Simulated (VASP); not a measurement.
Here is a VASP 6.6.1 calculation.

The input INCAR:

```
  ALGO = Normal
  EDIFF = 1E-6
  ENCUT = 520
  GGA = PE
  ISIF = 2
  ISMEAR = -1
  LASPH = True
  LCHARG = True
  LELF = True
  LREAL = False
  LVHAR = True
  LWAVE = False
  NBANDS = 10
  NELM = 100
  PREC = Accurate
  SIGMA = 0.05
```

The input KPOINTS:

```
k-points
0
Gamma
  9 9 9
```

File POSCAR:

```
Cs
1.0
   -2.9613238849      2.9613238849      2.9613238849
    2.9613238849     -2.9613238849      2.9613238849
    2.9613238849      2.9613238849     -2.9613238849
Cs
1
Direct
    0.0000000000      0.0000000000      0.0000000000
```

Potentials or basis: VASP PAW PBE potentials, release 64 (Cs_sv).

Launch:

```console
$ cat potpaw_PBE.64/Cs_sv/POTCAR > POTCAR
$ mpirun -np 1 vasp_std > vasp.out
```

Task: Predict the pressure.

Result: 0.3 GPa.
